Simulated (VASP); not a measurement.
# TaGeI (P4/nmm) in VASP: further runs

The runs below take TaGeI through single point, relaxation of cell and atoms, with PBE.

All numbers are computed with VASP 6.6.1; they aren't measurements. Logs are shortened: lines on timing, memory, paths and dates and some standing lists are left out, and cuts for length are marked.

### 1 The cell of the first run

The structure is tetragonal, space group P4/nmm (No. 129). Conventional cell: a = 4.656 Å, b = 4.656 Å, c = 6.920 Å, α = 90.00°, β = 90.00°, γ = 90.00°. Within 3.9 Å of Ta (site symmetry 4mm) lie 4 Ge at 2.93 Å and 6 I at 3.21 to 3.71 Å. Within 3.9 Å of Ge (site symmetry -4m2) lie 4 Ta at 2.93 Å and 4 I at 3.02 Å and 4 Ge at 3.29 Å. Within 4.0 Å of I (site symmetry 4mm) lie 4 Ge at 3.02 Å and 6 Ta at 3.21 to 3.71 Å.

### 2 Single point, PBE

INCAR reads:

```
SYSTEM = TaGeI
PREC = Accurate ; ENCUT = 520
EDIFF = 1E-6 ; ISMEAR = 0
SIGMA = 0.1 ; LREAL = .False.
LASPH = .True. ; NELM = 100
ALGO = Normal ; ISIF = 2
LWAVE = .False. ; LCHARG = .False.
GGA = PE ; NBANDS = 41
```

KPOINTS reads:

```
regular mesh
0
Gamma
  4 4 4
  0 0 0
```

POSCAR reads:

```
TaGeI
1.0
    4.6561228600      0.0000000000      0.0000000000
    0.0000000000      4.6561228600      0.0000000000
    0.0000000000      0.0000000000      6.9199936200
Ta Ge I
2 2 2
Direct
    0.5000000000      0.0000000000      0.2582420100
    0.0000000000      0.5000000000      0.7417579900
    0.5000000000      0.5000000000      0.0000000000
    0.0000000000      0.0000000000      0.0000000000
    0.5000000000      0.0000000000      0.7222849700
    0.0000000000      0.5000000000      0.2777150300
```

Potentials or basis: VASP PAW PBE potentials, release 64 (Ta_pv, Ge_d, I).

Launch:

```sh
$ cat potpaw_PBE.64/Ta_pv/POTCAR potpaw_PBE.64/Ge_d/POTCAR potpaw_PBE.64/I/POTCAR > POTCAR
$ mpirun -np 1 vasp_std > vasp.out
```

OUTCAR:

```text
SYSTEM = TaGeI
   PREC = Accurate
   ENCUT = 520
   EDIFF = 1E-6
   ISMEAR = 0
   LREAL = .False.
   LASPH = .True.
   NELM = 100
   ISIF = 2
   GGA = PE

 ion  position               nearest neighbor table
   1  0.500  0.000  0.258-   3 2.93   4 2.93   3 2.93   4 2.93   5 3.21   6 3.30   6 3.30   6 3.30
                             6 3.30
   2  0.000  0.500  0.742-   3 2.93   4 2.93   4 2.93   3 2.93   6 3.21   5 3.30   5 3.30   5 3.30
                             5 3.30
   3  0.500  0.500  0.000-   1 2.93   2 2.93   1 2.93   2 2.93   5 3.02   5 3.02   6 3.02   6 3.02

   4  0.000  0.000  0.000-   1 2.93   2 2.93   2 2.93   1 2.93   5 3.02   6 3.02   6 3.02   5 3.02

   5  0.500  0.000  0.722-   3 3.02   4 3.02   3 3.02   4 3.02   1 3.21   2 3.30   2 3.30   2 3.30
                             2 3.30
   6  0.000  0.500  0.278-   3 3.02   4 3.02   4 3.02   3 3.02   2 3.21   1 3.30   1 3.30   1 3.30
                             1 3.30

  LATTYP: Found a simple tetragonal cell.
 ALAT       =     4.6561228600
 C/A-ratio  =     1.4862137079

  Lattice vectors:

 A1 = (   4.6561228600,   0.0000000000,   0.0000000000)
 A2 = (   0.0000000000,   4.6561228600,   0.0000000000)
 A3 = (   0.0000000000,   0.0000000000,   6.9199936200)

Analysis of symmetry for initial positions (statically):
=====================================================================
 Subroutine PRICEL returns:
 Original cell was already a primitive cell.

 Routine SETGRP: Setting up the symmetry group for a
 simple tetragonal supercell.

 Subroutine GETGRP returns: Found 16 space group operations
 (whereof  8 operations were pure point group operations)
 out of a pool of 16 trial point group operations.

The static configuration has the point symmetry D_2d.
 The point group associated with its full space group is D_4h.

Analysis of symmetry for dynamics (positions and initial velocities):
=====================================================================
 Subroutine PRICEL returns:
 Original cell was already a primitive cell.

 Routine SETGRP: Setting up the symmetry group for a
 simple tetragonal supercell.

 Subroutine GETGRP returns: Found 16 space group operations
 (whereof  8 operations were pure point group operations)
 out of a pool of 16 trial point group operations.

The dynamic configuration has the point symmetry D_2d.
 The point group associated with its full space group is D_4h.

 Subroutine INISYM returns: Found 16 space group operations
 (whereof  8 operations are pure point group operations),
 and found     1 'primitive' translations

----------------------------------------------------------------------------------------

                                     Primitive cell

  volume of cell :     150.0219

  direct lattice vectors                    reciprocal lattice vectors
     4.656122860  0.000000000  0.000000000     0.214770965  0.000000000  0.000000000
     0.000000000  4.656122860  0.000000000     0.000000000  0.214770965  0.000000000
     0.000000000  0.000000000  6.919993620     0.000000000  0.000000000  0.144508804

  length of vectors
     4.656122860  4.656122860  6.919993620     0.214770965  0.214770965  0.144508804

  position of ions in fractional coordinates (direct lattice)
     0.500000000  0.000000000  0.258242010
     0.000000000  0.500000000  0.741757990
     0.500000000  0.500000000  0.000000000
     0.000000000  0.000000000  0.000000000
     0.500000000  0.000000000  0.722284970
     0.000000000  0.500000000  0.277715030

  ion indices of the primitive-cell ions
   primitive index   ion index
                 1           1
                 2           2
                 3           3
                 4           4
                 5           5
                 6           6

----------------------------------------------------------------------------------------

 KPOINTS: regular mesh

Automatic generation of k-mesh.
 Grid dimensions read from file:
 generate k-points for:    4    4    4

 Generating k-lattice:

  Cartesian coordinates                     Fractional coordinates (reciprocal lattice)
     0.053692741  0.000000000  0.000000000     0.250000000  0.000000000  0.000000000
     0.000000000  0.053692741  0.000000000     0.000000000  0.250000000  0.000000000
     0.000000000  0.000000000  0.036127201     0.000000000  0.000000000  0.250000000

  Length of vectors
     0.053692741  0.053692741  0.036127201

  Shift w.r.t. Gamma in fractional coordinates (k-lattice)
     0.000000000  0.000000000  0.000000000

 Subroutine IBZKPT returns following result:
 ===========================================

 Found     18 irreducible k-points:

 Following reciprocal coordinates:
            Coordinates               Weight
  0.000000  0.000000  0.000000      1.000000
  0.250000  0.000000  0.000000      4.000000
  0.500000  0.000000  0.000000      2.000000
  0.250000  0.250000  0.000000      4.000000
  0.500000  0.250000  0.000000      4.000000
  0.500000  0.500000  0.000000      1.000000
[... 10 lines left out ...]
  0.500000  0.250000  0.500000      4.000000
  0.500000  0.500000  0.500000      1.000000
   k-points           NKPTS =     18   k-points in BZ     NKDIM =     18   number of bands    NBANDS=     41
   number of dos      NEDOS =    301   number of ions     NIONS =      6
   total plane-waves  NPLWV =  69984
   dimension x,y,z NGX =    36 NGY =   36 NGZ =   54
   dimension x,y,z NGXF=    72 NGYF=   72 NGZF=  108
   ions per type =               2   2   2
   NGX,Y,Z   is equivalent  to a cutoff of  12.85, 12.85, 12.97 a.u.
   NGXF,Y,Z  is equivalent  to a cutoff of  25.71, 25.71, 25.95 a.u.
 SYSTEM =  TaGeI
   PREC   = accura    normal or accurate (medium, high low for compatibility)
   ISTART =      0    job   : 0-new  1-cont  2-samecut
   ICHARG =      2    charge: 1-file 2-atom 10-const
   ISPIN  =      1    spin polarized calculation?
   LNONCOLLINEAR =      F non collinear calculations
   LSORBIT =      F    spin-orbit coupling
   LASPH  =      T    aspherical Exc in radial PAW
   ENCUT  =  520.0 eV  38.22 Ry    6.18 a.u.   8.66  8.66 12.87*2*pi/ulx,y,z
   NELM   =    100;   NELMIN=  2; NELMDL= -5     # of ELM steps
   EDIFF  = 0.1E-05   stopping-criterion for ELM
   LREAL  =      F    real-space projection
   EDIFFG = 0.1E-04   stopping-criterion for IOM
   NSW    =      0    number of steps for IOM
   IBRION =     -1    ionic relax: 0-MD 1-quasi-New 2-CG
   NFREE  =      0    steps in history (QN), initial steepest desc. (CG)
   ISIF   =      2    stress and relaxation
   ISYM   =      2    0-nonsym 1-usesym 2-fastsym
   POTIM  = 0.5000    time-step for ionic-motion
   TEBEG  =    0.0;   TEEND  =   0.0 temperature during run
   PSTRESS=    0.0 pullay stress
   NELECT =      64.0000    total number of electrons
   NUPDOWN=      -1.0000    fix difference up-down
   EMIN   =  10.00;   EMAX   =-10.00  energy-range for DOS
   EFERMI =   0.00;   METHOD = LEGACY
   ISMEAR =     0;   SIGMA  =   0.10  broadening in eV -4-tet -1-fermi 0-gaus
   EFERMI_NEDOS =   21; number of points for ismear=-14 and -15
   IALGO  =     38    algorithm
   IMIX   =      4    mixing-type and parameters
     AMIX     =   0.40;   BMIX     =  1.00
     AMIX_MAG =   1.60;   BMIX_MAG =  1.00
  volume/ion in A,a.u.               =      25.00       168.73
  Fermi-wavevector in a.u.,A,eV,Ry     =   1.232395  2.328889 20.664498  1.518798
  Thomas-Fermi vector in A             =   2.367167
   LORBIT       =      0    0 simple, 1 ext, 2 COOP (PROOUT), +10 PAW based schemes
   GGA     = PE    functional components
   LHFCALC =     F    Hartree Fock is set to
   AEXX    =    0.0000 exact exchange contribution
   IVDW    =     0    specifies the selected vdW correction
   LEPSILON=     F    determine dielectric tensor
   LRPA    =     F    only Hartree local field effects (RPA)
 non-spin polarized calculation
 Gauss-broadening in eV      SIGMA  =   0.10
  energy-cutoff  :      520.00
  volume of cell :      150.02
 maximum number of plane-waves:      4074
 NGX is ok and might be reduce to    36
   NGX = 17   NGY = 17   NGZ = 25

 number of electron      64.0000015 magnetization

 Free energy of the ion-electron system (eV)
  ---------------------------------------------------
  ext. energy  EPLUGINS =         0.00000000
  ---------------------------------------------------
  free energy    TOTEN  =       -29.43754311 eV

  energy without entropy =      -29.40484450  energy(sigma->0) =      -29.42119381

 E-fermi :   6.2668     XC(G=0): -10.4086

 val. band max:        6.2476989434   @ k =   0.2500   0.2500   0.2500
 cond. band min:       6.2698092940   @ k =   0.0000   0.0000   0.0000
 fundamental gap:      0.0221103506
 Fermi energy:         6.2667941015

 k-point     1 :       0.0000    0.0000    0.0000
  band No.  band energies     occupation
      1     -29.0159      2.00000
      2     -29.0113      2.00000
      3     -28.9968      2.00000
      4     -28.9968      2.00000
      5     -28.9952      2.00000
      6     -28.9952      2.00000
[... 33 lines left out ...]
     40       9.7361      0.00000
     41      10.1302      0.00000

 k-point     2 :       0.2500    0.0000    0.0000
  band No.  band energies     occupation
      1     -29.0150      2.00000
      2     -29.0118      2.00000
      3     -28.9983      2.00000
      4     -28.9972      2.00000
      5     -28.9963      2.00000
      6     -28.9952      2.00000
[... 33 lines left out ...]
     40       9.0633      0.00000
     41       9.5142      0.00000

 k-point     3 :       0.5000    0.0000    0.0000
  band No.  band energies     occupation
      1     -29.0133      2.00000
      2     -29.0133      2.00000
      3     -28.9995      2.00000
      4     -28.9995      2.00000
      5     -28.9955      2.00000
      6     -28.9955      2.00000
[... 33 lines left out ...]
     40       8.7592      0.00000
     41       8.8712      0.00000

 k-point     4 :       0.2500    0.2500    0.0000
  band No.  band energies     occupation
      1     -29.0144      2.00000
      2     -29.0121      2.00000
      3     -28.9985      2.00000
      4     -28.9978      2.00000
      5     -28.9972      2.00000
      6     -28.9964      2.00000
[... 561 lines left out ...]
     40       8.6947      0.00000
     41       8.8717      0.00000

 k-point    17 :       0.5000    0.2500    0.5000
  band No.  band energies     occupation
      1     -29.0133      2.00000
      2     -29.0133      2.00000
      3     -28.9991      2.00000
      4     -28.9991      2.00000
      5     -28.9972      2.00000
      6     -28.9972      2.00000
[... 33 lines left out ...]
     40       8.3886      0.00000
     41       9.1943      0.00000

 k-point    18 :       0.5000    0.5000    0.5000
  band No.  band energies     occupation
      1     -29.0130      2.00000
      2     -29.0130      2.00000
      3     -28.9990      2.00000
      4     -28.9990      2.00000
      5     -28.9990      2.00000
      6     -28.9990      2.00000
[... 33 lines left out ...]
     40       8.2810      0.00000
     41      10.4120      0.00000

------------------------ aborting loop because EDIFF is reached ----------------------------------------

  FORCE on cell =-STRESS in cart. coord.  units (eV):
  Direction    XX          YY          ZZ          XY          YZ          ZX
  --------------------------------------------------------------------------------------
  -------------------------------------------------------------------------------------
  Total       -4.9476736     -4.9476736     -3.4129232      0.0000000      0.0000000     -0.0000000
  in kB      -52.8393017    -52.8393017    -36.4487422      0.0000000      0.0000000     -0.0000000
  external PRESSURE =     -47.3757819 kB  Pullay stress =       0.0000000 kB

 VOLUME and BASIS-vectors are now :
 -----------------------------------------------------------------------------
  energy-cutoff  :      520.00
  volume of cell :      150.02
      direct lattice vectors                 reciprocal lattice vectors
     4.656122860  0.000000000  0.000000000     0.214770965  0.000000000  0.000000000
     0.000000000  4.656122860  0.000000000     0.000000000  0.214770965  0.000000000
     0.000000000  0.000000000  6.919993620     0.000000000  0.000000000  0.144508804

 POSITION                                       TOTAL-FORCE (eV/Angst)
 -----------------------------------------------------------------------------------
      2.32806      0.00000      1.78703         0.000000      0.000000     -1.116982
      0.00000      2.32806      5.13296        -0.000000      0.000000      1.116982
      2.32806      2.32806      0.00000         0.000000      0.000000      0.000000
      0.00000      0.00000      0.00000         0.000000     -0.000000      0.000000
      2.32806      0.00000      4.99821        -0.000000      0.000000     -2.881388
      0.00000      2.32806      1.92179         0.000000      0.000000      2.881388
 -----------------------------------------------------------------------------------
    total drift:                                0.000000      0.000000      0.000000

  FREE ENERGIE OF THE ION-ELECTRON SYSTEM (eV)
  ---------------------------------------------------
  free  energy   TOTEN  =       -29.4375431146 eV

  energy  without entropy=      -29.4048444995  energy(sigma->0) =      -29.42119381
```

Wall time 1.7 min (1 thread of Intel Xeon Platinum 8259CL at 2.50GHz (Skylake/Cascade Lake), shared host); peak memory 0.3 GiB.

Results:

| Item | Value |
| --- | --- |
| Free energy | -29.4375 eV |
| Pressure | -4.7 GPa |
| Largest force | 2.881 eV/Å |
| Band gap on the k mesh | zero (band 32 reaches 6.55 eV, above the bottom of band 33 at 6.10 eV) |

Forces on the atoms (eV/Å):
```
Ta   0.000  0.000 -1.117
Ta   0.000  0.000  1.117
Ge   0.000  0.000  0.000
Ge   0.000  0.000  0.000
I    0.000  0.000 -2.881
I    0.000  0.000  2.881
```

Caveat: spin-orbit coupling is left out, which moves the levels of the heavy elements; forces of over 1 eV/Å act on the atoms, so gaps and moduli don't describe the material at rest.

### 3 Single point, PBE

This run uses another cell than the first one, of 23.94 Å³/atom, 0.957 times its volume.

INCAR reads:

```
PREC = Accurate
ENCUT = 520
EDIFF = 1E-7
ISMEAR = 0
SIGMA = 0.1
LREAL = False
LASPH = True
NELM = 100
ALGO = Normal
ISIF = 2
LWAVE = False
LCHARG = False
GGA = PE
NBANDS = 41
```

KPOINTS reads:

```
Automatic mesh
0
Gamma
  6 6 2
```

POSCAR reads:

```
TaGeI
1.0
    3.6409045606      0.0000000000      0.0000000000
    0.0000000000      3.6409045606      0.0000000000
    0.0000000000      0.0000000000     10.8345460624
Ta Ge I
2 2 2
Direct
    0.5000000000      0.0000000000      0.1826664254
    0.0000000000      0.5000000000      0.8173335746
    0.5000000000      0.5000000000      0.0000000000
    0.0000000000      0.0000000000      0.0000000000
    0.5000000000      0.0000000000      0.6755565618
    0.0000000000      0.5000000000      0.3244434382
```

Potentials or basis: VASP PAW PBE potentials, release 64 (Ta_pv, Ge_d, I).

Launch:

```sh
$ cat potpaw_PBE.64/Ta_pv/POTCAR potpaw_PBE.64/Ge_d/POTCAR potpaw_PBE.64/I/POTCAR > POTCAR
$ mpirun -np 1 vasp_std > vasp.out
```

Run time: 2.2 min. Hardware: 1 thread of Intel Xeon Platinum 8259CL at 2.50GHz (Skylake/Cascade Lake), shared host; peak memory 0.31 GiB.

Results (log left out):

- Free energy: -34.9205 eV
- Pressure: 0.0 GPa
- Largest force: 0.005 eV/Å
- Band gap on the k mesh: zero (band 32 reaches 7.09 eV, above the bottom of band 33 at 6.88 eV)

Forces on the atoms (eV/Å):
```
Ta   0.000  0.000  0.003
Ta   0.000  0.000 -0.003
Ge   0.000  0.000  0.000
Ge   0.000  0.000  0.000
I    0.000  0.000  0.005
I    0.000  0.000 -0.005
```

Levels at points of the mesh, in eV from the Fermi level:
```tsv
k point	band 28	band 29	band 30	band 31	band 32	band 33	band 34	band 35	band 36	band 37
(0.00, 0.00, 0.00)	-3.16	-3.15	-3.15	-0.67	-0.53	0.11	0.63	0.70	0.76	0.76
(0.50, 0.00, 0.00)	-3.48	-1.70	-1.70	-1.47	-1.47	0.90	0.90	1.70	1.70	1.91
(0.50, 0.50, 0.00)	-4.62	-2.89	-2.89	-0.20	-0.20	1.23	1.23	1.82	1.82	2.09
(0.00, 0.00, 0.50)	-3.19	-3.09	-3.09	-0.82	-0.12	0.12	0.63	0.70	0.72	0.72
(0.50, 0.00, 0.50)	-3.27	-1.74	-1.74	-1.46	-1.46	0.88	0.88	1.68	1.68	2.08
(0.50, 0.50, 0.50)	-4.58	-2.89	-2.89	-0.50	-0.50	1.68	1.68	1.82	1.82	2.12
```

Caveat: spin-orbit coupling is left out, which moves the levels of the heavy elements; this functional lacks dispersion, which binds the layers, so the pressure and a relaxed spacing across them are unreliable.

### 4 Relaxation of cell and atoms, PBE

This run uses another cell than the first one, of 23.90 Å³/atom, 0.956 times its volume.

INCAR reads:

```
SYSTEM = TaGeI
PREC = Accurate
ENCUT = 600
EDIFF = 1E-7
ISMEAR = 0
SIGMA = 0.1
LREAL = .FALSE.
LASPH = .TRUE.
NELM = 100
ALGO = Normal
ISIF = 3
LWAVE = .FALSE.
LCHARG = .FALSE.
GGA = PE
IBRION = 2
NSW = 90
EDIFFG = -0.04
```

KPOINTS reads:

```
regular mesh
0
G
  6 6 2
  0 0 0
```

POSCAR reads:

```
TaGeI
1.0
    3.6483461051      0.0000000000      0.0000000000
    0.0000000000      3.6483461051      0.0000000000
    0.0000000000      0.0000000000     10.7721155155
Ta Ge I
2 2 2
Direct
    0.5000000000      0.0000000000      0.1828877056
    0.0000000000      0.5000000000      0.8171122944
    0.5000000000      0.5000000000      0.0000000000
    0.0000000000      0.0000000000      0.0000000000
    0.5000000000      0.0000000000      0.6750457870
    0.0000000000      0.5000000000      0.3249542130
```

Launch:

```sh
$ cat potpaw_PBE.64/Ta_pv/POTCAR potpaw_PBE.64/Ge_d/POTCAR potpaw_PBE.64/I/POTCAR > POTCAR
$ mpirun -np 1 vasp_std > vasp.out
```

It took 5.7 min on 1 thread of Intel Xeon Platinum 8259CL at 2.50GHz (Skylake/Cascade Lake), shared host; peak memory 0.36 GiB.

Results (log left out):

- Free energy: -34.9209 eV
- Relaxed volume: 23.94 Å³/atom
- Relaxed cell: a = 3.646 Å, b = 3.646 Å, c = 10.805 Å, α = 90.00°, β = 90.00°, γ = 90.00°
- Space group after relaxing (to 0.05 Å): P4/nmm (No. 129)
- Energy gained by relaxing: 0.2 meV/atom
- Ionic steps: 3
- Pressure after relaxing: -0.2 GPa
- Largest force after relaxing: 0.023 eV/Å
- Band gap on the k mesh: zero (band 32 reaches 7.09 eV, above the bottom of band 33 at 6.87 eV)

Forces on the atoms (eV/Å):
```
Ta   0.000  0.000 -0.023
Ta   0.000  0.000  0.023
Ge   0.000  0.000  0.000
Ge   0.000  0.000  0.000
I    0.000  0.000  0.004
I    0.000  0.000 -0.004
```

Stress tensor (GPa, compression positive):
```
-0.23  0.00  0.00
 0.00 -0.23  0.00
 0.00  0.00 -0.03
```

Step by step:
```tsv
step	energy change (eV)	largest force (eV/Å)	pressure (GPa)	volume (Å³)
1	0.0000	0.0668	0.11	143.38
2	-0.0009	0.0416	-0.22	143.72
3	-0.0009	0.0226	-0.17	143.66
```

Final structure:
```cif
data_structure
_symmetry_space_group_name_H-M 'P 1'
_symmetry_Int_Tables_number 1
_cell_length_a 3.6464
_cell_length_b 3.6464
_cell_length_c 10.8045
_cell_angle_alpha 90.000
_cell_angle_beta 90.000
_cell_angle_gamma 90.000
_cell_volume 143.66
loop_
_atom_site_label
_atom_site_type_symbol
_atom_site_fract_x
_atom_site_fract_y
_atom_site_fract_z
_atom_site_occupancy
Ta1 Ta 0.50000 0.00000 0.18313 1
Ta2 Ta 0.00000 0.50000 0.81687 1
Ge1 Ge 0.50000 0.50000 0.00000 1
Ge2 Ge 0.00000 0.00000 0.00000 1
I1 I 0.50000 0.00000 0.67500 1
I2 I 0.00000 0.50000 0.32500 1
```

Levels at points of the mesh, in eV from the Fermi level:
```csv
k point,band 29,band 30,band 31,band 32,band 33,band 34,band 35,band 36
"(0.00, 0.00, 0.00)",-3.16,-3.14,-0.66,-0.51,0.10,0.62,0.68,0.75
"(0.50, 0.00, 0.00)",-1.69,-1.69,-1.47,-1.47,0.90,0.90,1.68,1.68
"(0.50, 0.50, 0.00)",-2.88,-2.88,-0.19,-0.19,1.23,1.23,1.80,1.80
"(0.00, 0.00, 0.50)",-3.10,-3.10,-0.80,-0.11,0.11,0.62,0.68,0.71
"(0.50, 0.00, 0.50)",-1.73,-1.73,-1.47,-1.47,0.87,0.87,1.66,1.66
"(0.50, 0.50, 0.50)",-2.88,-2.88,-0.50,-0.50,1.69,1.69,1.80,1.80
```

Caveat: spin-orbit coupling is left out, which moves the levels of the heavy elements; this functional lacks dispersion, which binds the layers, so the pressure and a relaxed spacing across them are unreliable.

(Continued in part 2 of 2.)
